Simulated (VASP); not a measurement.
# V in VASP: further runs

Runs on V. Level: PBE. Tasks: single point, relaxation of cell and atoms.

Program: VASP 6.6.1. These are calculated values, not measurements. Logs are shortened: lines on timing, memory, paths and dates and some standing lists are left out, and cuts for length are marked.

### Step 1. The cell of the first run

It takes space group Fm-3m (No. 225, cubic). The conventional cell has a = 3.820 Å, b = 3.820 Å, c = 3.820 Å, α = 90.00°, β = 90.00°, γ = 90.00°. V (site symmetry m-3m) has 12 V at 2.70 Å within 3.6 Å.

### Step 2. Single point, PBE

INCAR

```
SYSTEM = V
PREC = Accurate
ENCUT = 520
EDIFF = 1E-7
ISMEAR = 0
SIGMA = 0.1
LREAL = .FALSE.
LASPH = .TRUE.
NELM = 60
ALGO = Normal
ISIF = 2
LWAVE = .FALSE.
LCHARG = .FALSE.
GGA = PE
NBANDS = 12
```

KPOINTS

```
regular mesh
0
G
  8 8 8
  0 0 0
```

POSCAR

```
V
1.0
    0.0000000000      1.9099233635      1.9099233635
    1.9099233635      0.0000000000      1.9099233635
    1.9099233635      1.9099233635      0.0000000000
V
1
Direct
    0.0000000000      0.0000000000      0.0000000000
```

Potentials or basis: VASP PAW PBE potentials, release 64 (V_sv).

Command:

```
cat potpaw_PBE.64/V_sv/POTCAR > POTCAR
mpirun -np 1 vasp_std > vasp.out
```

OUTCAR:

```text
SYSTEM = V
   PREC = Accurate
   ENCUT = 520
   EDIFF = 1E-7
   ISMEAR = 0
   LREAL = .FALSE.
   LASPH = .TRUE.
   NELM = 60
   ISIF = 2
   GGA = PE

 ion  position               nearest neighbor table
   1  0.000  0.000  0.000-

  LATTYP: Found a face centered cubic cell.
 ALAT       =     3.8198467270

  Lattice vectors:

 A1 = (   0.0000000000,   1.9099233635,   1.9099233635)
 A2 = (   1.9099233635,   0.0000000000,   1.9099233635)
 A3 = (   1.9099233635,   1.9099233635,   0.0000000000)

Analysis of symmetry for initial positions (statically):
=====================================================================
 Subroutine PRICEL returns:
 Original cell was already a primitive cell.

 Routine SETGRP: Setting up the symmetry group for a
 face centered cubic supercell.

 Subroutine GETGRP returns: Found 48 space group operations
 (whereof 48 operations were pure point group operations)
 out of a pool of 48 trial point group operations.

The static configuration has the point symmetry O_h .

Analysis of symmetry for dynamics (positions and initial velocities):
=====================================================================
 Subroutine PRICEL returns:
 Original cell was already a primitive cell.

 Routine SETGRP: Setting up the symmetry group for a
 face centered cubic supercell.

 Subroutine GETGRP returns: Found 48 space group operations
 (whereof 48 operations were pure point group operations)
 out of a pool of 48 trial point group operations.

The dynamic configuration has the point symmetry O_h .

 Subroutine INISYM returns: Found 48 space group operations
 (whereof 48 operations are pure point group operations),
 and found     1 'primitive' translations

----------------------------------------------------------------------------------------

                                     Primitive cell

  volume of cell :      13.9341

  direct lattice vectors                    reciprocal lattice vectors
     0.000000000  1.909923363  1.909923363    -0.261790609  0.261790609  0.261790609
     1.909923363  0.000000000  1.909923363     0.261790609 -0.261790609  0.261790609
     1.909923363  1.909923363  0.000000000     0.261790609  0.261790609 -0.261790609

  length of vectors
     2.701039524  2.701039524  2.701039524     0.453434635  0.453434635  0.453434635

  position of ions in fractional coordinates (direct lattice)
     0.000000000  0.000000000  0.000000000

  ion indices of the primitive-cell ions
   primitive index   ion index
                 1           1

----------------------------------------------------------------------------------------

 KPOINTS: regular mesh

Automatic generation of k-mesh.
 Grid dimensions read from file:
 generate k-points for:    8    8    8

 Generating k-lattice:

  Cartesian coordinates                     Fractional coordinates (reciprocal lattice)
    -0.032723826  0.032723826  0.032723826     0.125000000  0.000000000  0.000000000
     0.032723826 -0.032723826  0.032723826     0.000000000  0.125000000  0.000000000
     0.032723826  0.032723826 -0.032723826     0.000000000  0.000000000  0.125000000

  Length of vectors
     0.056679329  0.056679329  0.056679329

  Shift w.r.t. Gamma in fractional coordinates (k-lattice)
     0.000000000  0.000000000  0.000000000

 Subroutine IBZKPT returns following result:
 ===========================================

 Found     29 irreducible k-points:

 Following reciprocal coordinates:
            Coordinates               Weight
  0.000000  0.000000  0.000000      1.000000
  0.125000  0.000000  0.000000      8.000000
  0.250000  0.000000  0.000000      8.000000
  0.375000  0.000000  0.000000      8.000000
  0.500000  0.000000  0.000000      4.000000
  0.125000  0.125000  0.000000      6.000000
[... 16 lines left out ...]
  0.500000  0.250000  0.125000     48.000000
 -0.375000  0.250000  0.125000     24.000000
 [... further k-points ...]
   k-points           NKPTS =     29   k-points in BZ     NKDIM =     29   number of bands    NBANDS=     12
   number of dos      NEDOS =    301   number of ions     NIONS =      1
   total plane-waves  NPLWV =   8000
   dimension x,y,z NGX =    20 NGY =   20 NGZ =   20
   dimension x,y,z NGXF=    40 NGYF=   40 NGZF=   40
   ions per type =               1
   NGX,Y,Z   is equivalent  to a cutoff of  12.31, 12.31, 12.31 a.u.
   NGXF,Y,Z  is equivalent  to a cutoff of  24.62, 24.62, 24.62 a.u.
 SYSTEM =  V
   PREC   = accura    normal or accurate (medium, high low for compatibility)
   ISTART =      0    job   : 0-new  1-cont  2-samecut
   ICHARG =      2    charge: 1-file 2-atom 10-const
   ISPIN  =      1    spin polarized calculation?
   LNONCOLLINEAR =      F non collinear calculations
   LSORBIT =      F    spin-orbit coupling
   LASPH  =      T    aspherical Exc in radial PAW
   ENCUT  =  520.0 eV  38.22 Ry    6.18 a.u.   5.02  5.02  5.02*2*pi/ulx,y,z
   NELM   =     60;   NELMIN=  2; NELMDL= -5     # of ELM steps
   EDIFF  = 0.1E-06   stopping-criterion for ELM
   LREAL  =      F    real-space projection
   EDIFFG = 0.1E-05   stopping-criterion for IOM
   NSW    =      0    number of steps for IOM
   IBRION =     -1    ionic relax: 0-MD 1-quasi-New 2-CG
   NFREE  =      0    steps in history (QN), initial steepest desc. (CG)
   ISIF   =      2    stress and relaxation
   ISYM   =      2    0-nonsym 1-usesym 2-fastsym
   POTIM  = 0.5000    time-step for ionic-motion
   TEBEG  =    0.0;   TEEND  =   0.0 temperature during run
   PSTRESS=    0.0 pullay stress
   NELECT =      13.0000    total number of electrons
   NUPDOWN=      -1.0000    fix difference up-down
   EMIN   =  10.00;   EMAX   =-10.00  energy-range for DOS
   EFERMI =   0.00;   METHOD = LEGACY
   ISMEAR =     0;   SIGMA  =   0.10  broadening in eV -4-tet -1-fermi 0-gaus
   EFERMI_NEDOS =   21; number of points for ismear=-14 and -15
   IALGO  =     38    algorithm
   IMIX   =      4    mixing-type and parameters
     AMIX     =   0.40;   BMIX     =  1.00
     AMIX_MAG =   1.60;   BMIX_MAG =  1.00
  volume/ion in A,a.u.               =      13.93        94.03
  Fermi-wavevector in a.u.,A,eV,Ry     =   1.599669  3.022935 34.816485  2.558939
  Thomas-Fermi vector in A             =   2.696925
   LORBIT       =      0    0 simple, 1 ext, 2 COOP (PROOUT), +10 PAW based schemes
   GGA     = PE    functional components
   LHFCALC =     F    Hartree Fock is set to
   AEXX    =    0.0000 exact exchange contribution
   IVDW    =     0    specifies the selected vdW correction
   LEPSILON=     F    determine dielectric tensor
   LRPA    =     F    only Hartree local field effects (RPA)
 non-spin polarized calculation
 Gauss-broadening in eV      SIGMA  =   0.10
  energy-cutoff  :      520.00
  volume of cell :       13.93
 maximum number of plane-waves:       388
   NGX =  9   NGY =  9   NGZ =  9

 number of electron      13.0000001 magnetization

 Free energy of the ion-electron system (eV)
  ---------------------------------------------------
  ext. energy  EPLUGINS =         0.00000000
  ---------------------------------------------------
  free energy    TOTEN  =        -8.74340485 eV

  energy without entropy =       -8.73202691  energy(sigma->0) =       -8.73771588

 E-fermi :   9.6100     XC(G=0): -12.7264

 val. band max:        9.5965836511   @ k =   0.3750   0.1250   0.0000
 cond. band min:       9.6399658610   @ k =   0.5000   0.0000   0.0000
 fundamental gap:      0.0433822099
 Fermi energy:         9.6100060859

 k-point     1 :       0.0000    0.0000    0.0000
  band No.  band energies     occupation
      1     -54.4920      2.00000
      2     -27.8511      2.00000
      3     -27.8511      2.00000
      4     -27.8511      2.00000
      5       2.7818      2.00000
      6       9.7564      0.03840
      7       9.7564      0.03840
      8       9.7564      0.03840
      9      11.4872      0.00000
     10      11.4872      0.00000
     11      27.2143      0.00000
     12      32.3538      0.00000

 k-point     2 :       0.1250    0.0000    0.0000
  band No.  band energies     occupation
      1     -54.4687      2.00000
      2     -27.9725      2.00000
      3     -27.8664      2.00000
      4     -27.8664      2.00000
      5       3.3471      2.00000
      6       9.4751      1.94364
      7       9.9314      0.00001
      8       9.9314      0.00001
      9      11.3973      0.00000
     10      11.3973      0.00000
     11      27.3126      0.00000
     12      29.2931      0.00000

 k-point     3 :       0.2500    0.0000    0.0000
  band No.  band energies     occupation
      1     -54.4121      2.00000
      2     -28.2597      2.00000
      3     -27.9029      2.00000
      4     -27.9029      2.00000
      5       4.7830      2.00000
      6       9.0370      2.00000
      7      10.0380      0.00000
      8      10.0380      0.00000
      9      11.5837      0.00000
     10      11.5837      0.00000
     11      24.2197      0.00000
     12      27.9792      0.00000

 k-point     4 :       0.3750    0.0000    0.0000
  band No.  band energies     occupation
      1     -54.3550      2.00000
      2     -28.5397      2.00000
      3     -27.9391      2.00000
      4     -27.9391      2.00000
      5       6.0316      2.00000
      6       9.4833      1.92682
      7       9.7817      0.01517
      8       9.7817      0.01517
      9      12.2722      0.00000
     10      12.2722      0.00000
     11      20.4298      0.00000
     12      26.8633      0.00000

 k-point     5 :       0.5000    0.0000    0.0000
  band No.  band energies     occupation
      1     -54.3311      2.00000
      2     -28.6537      2.00000
      3     -27.9541      2.00000
      4     -27.9541      2.00000
      5       6.2889      2.00000
      6       9.6400      0.67179
      7       9.6400      0.67177
      8      10.3859      0.00000
      9      12.6415      0.00000
     10      12.6415      0.00000
     11      18.5287      0.00000
     12      26.3270      0.00000

 k-point     6 :       0.1250    0.1250    0.0000
  band No.  band energies     occupation
      1     -54.4610      2.00000
      2     -27.9693      2.00000
      3     -27.8928      2.00000
      4     -27.8928      2.00000
      5       3.5306      2.00000
      6       9.2665      2.00000
      7      10.0877      0.00000
      8      10.0877      0.00000
      9      11.0189      0.00000
     10      11.6436      0.00000
     11      27.6732      0.00000
     12      29.8829      0.00000

 k-point     7 :       0.2500    0.1250    0.0000
  band No.  band energies     occupation
      1     -54.4156      2.00000
      2     -28.1811      2.00000
      3     -27.9373      2.00000
      4     -27.9256      2.00000
      5       4.6811      2.00000
      6       8.7864      2.00000
      7      10.0954      0.00000
      8      10.3624      0.00000
      9      11.0816      0.00000
     10      11.8683      0.00000
     11      25.8604      0.00000
     12      28.1072      0.00000

 k-point     8 :       0.3750    0.1250    0.0000
  band No.  band energies     occupation
      1     -54.3586      2.00000
      2     -28.4468      2.00000
      3     -27.9769      2.00000
      4     -27.9735      2.00000
      5       6.1169      2.00000
      6       8.6817      2.00000
      7       9.5966      1.15055
      8      10.2298      0.00000
      9      12.2300      0.00000
     10      12.4142      0.00000
     11      21.7818      0.00000
     12      27.0845      0.00000
[... 166 lines left out ...]
 k-point    20 :      -0.3750    0.3750    0.0000
  band No.  band energies     occupation
      1     -54.2833      2.00000
      2     -28.4691      2.00000
      3     -28.3098      2.00000
      4     -28.0733      2.00000
      5       7.0878      2.00000
      6       7.6473      2.00000
      7       9.8684      0.00026
      8      11.6207      0.00000
      9      12.5002      0.00000
     10      17.3385      0.00000
     11      18.4195      0.00000
     12      21.3368      0.00000

 k-point    21 :       0.5000    0.5000    0.0000
  band No.  band energies     occupation
      1     -54.2792      2.00000
      2     -28.5991      2.00000
      3     -28.1330      2.00000
      4     -28.1330      2.00000
      5       6.1573      2.00000
      6       6.9979      2.00000
      7      12.6262      0.00000
      8      12.9404      0.00000
      9      12.9404      0.00000
     10      12.9709      0.00000
     11      21.2394      0.00000
     12      23.2610      0.00000

 k-point    22 :       0.3750    0.2500    0.1250
  band No.  band energies     occupation
      1     -54.3700      2.00000
      2     -28.3276      2.00000
      3     -28.0489      2.00000
      4     -27.9512      2.00000
      5       5.8851      2.00000
      6       8.3717      2.00000
      7       9.5824      1.30375
      8      11.0490      0.00000
      9      11.0511      0.00000
     10      12.6470      0.00000
     11      24.8599      0.00000
     12      25.1507      0.00000

 k-point    23 :       0.5000    0.2500    0.1250
  band No.  band energies     occupation
      1     -54.3241      2.00000
      2     -28.4768      2.00000
      3     -28.1362      2.00000
      4     -27.9958      2.00000
      5       7.0504      2.00000
      6       8.3486      2.00000
      7       9.0545      2.00000
      8      10.7413      0.00000
      9      12.0559      0.00000
     10      14.0126      0.00000
     11      20.9428      0.00000
     12      24.6801      0.00000

 k-point    24 :      -0.3750    0.2500    0.1250
  band No.  band energies     occupation
      1     -54.3050      2.00000
      2     -28.5408      2.00000
      3     -28.1638      2.00000
      4     -28.0201      2.00000
      5       7.3720      2.00000
      6       8.2285      2.00000
      7       9.3122      1.99997
      8      10.5518      0.00000
      9      12.4949      0.00000
     10      15.3783      0.00000
     11      18.4236      0.00000
     12      24.8424      0.00000

 [... further k-points ...]
[... 5 lines left out ...]
  --------------------------------------------------------------------------------------
  -------------------------------------------------------------------------------------
  Total        0.0165711      0.0165711      0.0165711      0.0000000      0.0000000     -0.0000000
  in kB        1.9053889      1.9053889      1.9053889      0.0000000      0.0000000     -0.0000000
  external PRESSURE =       1.9053889 kB  Pullay stress =       0.0000000 kB

 VOLUME and BASIS-vectors are now :
 -----------------------------------------------------------------------------
  energy-cutoff  :      520.00
  volume of cell :       13.93
      direct lattice vectors                 reciprocal lattice vectors
     0.000000000  1.909923363  1.909923363    -0.261790609  0.261790609  0.261790609
     1.909923363  0.000000000  1.909923363     0.261790609 -0.261790609  0.261790609
     1.909923363  1.909923363  0.000000000     0.261790609  0.261790609 -0.261790609

 POSITION                                       TOTAL-FORCE (eV/Angst)
 -----------------------------------------------------------------------------------
      0.00000      0.00000      0.00000         0.000000      0.000000      0.000000
 -----------------------------------------------------------------------------------
    total drift:                                0.000000      0.000000      0.000000

  FREE ENERGIE OF THE ION-ELECTRON SYSTEM (eV)
  ---------------------------------------------------
  free  energy   TOTEN  =        -8.7434048531 eV

  energy  without entropy=       -8.7320269066  energy(sigma->0) =       -8.73771588
```

Run time: 4.4 s. Hardware: 1 thread of Intel Xeon Platinum 8488C (Sapphire Rapids), shared host; peak memory 0.12 GiB.

Results:

* Free energy: -8.7434 eV
* Pressure: 0.2 GPa

Levels at points of the mesh, in eV from the Fermi level:
| k point | band 2 | band 3 | band 4 | band 5 | band 6 | band 7 | band 8 | band 9 | band 10 | band 11 |
| --- | --- | --- | --- | --- | --- | --- | --- | --- | --- | --- |
| (0.00, 0.00, 0.00) | -37.46 | -37.46 | -37.46 | -6.83 | 0.15 | 0.15 | 0.15 | 1.88 | 1.88 | 17.60 |
| (0.50, 0.00, 0.00) | -38.26 | -37.56 | -37.56 | -3.32 | 0.03 | 0.03 | 0.78 | 3.03 | 3.03 | 8.92 |
| (0.50, 0.50, 0.00) | -38.21 | -37.74 | -37.74 | -3.45 | -2.61 | 3.02 | 3.33 | 3.33 | 3.36 | 11.63 |

### Step 3. Relaxation of cell and atoms, PBE

This run uses another cell than the first one, of 13.61 Å³/atom, 0.977 times its volume.

INCAR

```
PREC = Accurate ; ENCUT = 600
EDIFF = 1E-7 ; ISMEAR = 0
SIGMA = 0.1 ; LREAL = False
LASPH = True ; NELM = 80
ALGO = Normal ; ISIF = 3
LWAVE = False ; LCHARG = False
GGA = PE ; IBRION = 2
NSW = 90 ; EDIFFG = -0.04
```

KPOINTS

```
regular mesh
0
Gamma
  8 8 8
```

POSCAR

```
V
1.0
    0.0000000000      1.8950000000      1.8950000000
    1.8950000000      0.0000000000      1.8950000000
    1.8950000000      1.8950000000      0.0000000000
V
1
Direct
    0.0000000000      0.0000000000      0.0000000000
```

Potentials or basis: VASP PAW PBE potentials, release 64 (V_sv).

Command:

```
cat potpaw_PBE.64/V_sv/POTCAR > POTCAR
mpirun -np 1 vasp_std > vasp.out
```

It took 12 s on 1 thread of Intel Xeon Platinum 8488C (Sapphire Rapids), shared host; peak memory 0.14 GiB.

The run converged. Its results:

* Free energy: -8.7431 eV
* Relaxed volume: 13.95 Å³/atom
* Relaxed cell: a = 2.702 Å, b = 2.702 Å, c = 2.702 Å, α = 60.00°, β = 60.00°, γ = 60.00°
* Space group after relaxing (to 0.05 Å): Fm-3m (No. 225)
* Energy gained by relaxing: 4.6 meV/atom
* Ionic steps: 3
* Pressure after relaxing: 0.0 GPa

The path:
```tsv
step	energy change (eV)	largest force (eV/Å)	pressure (GPa)	volume (Å³)
1	0.0000	0.0000	4.48	13.61
2	0.0022	0.0000	-4.95	14.37
3	-0.0046	0.0000	-0.02	13.95
```

Final structure:
```
V
1.0
     0.00000    1.91058    1.91058
     1.91058    0.00000    1.91058
     1.91058    1.91058    0.00000
V
1
Direct
  0.00000 0.00000 0.00000
```

Levels at points of the mesh, in eV from the Fermi level:
```csv
k point,band 4,band 5,band 6,band 7,band 8,band 9
"(0.00, 0.00, 0.00)",-37.46,-6.83,0.15,0.15,0.15,1.87
"(0.50, 0.00, 0.00)",-37.57,-3.32,0.03,0.03,0.77,3.03
"(0.50, 0.50, 0.00)",-37.74,-3.45,-2.61,3.01,3.33,3.33
```

(Continued in part 2 of 2.)
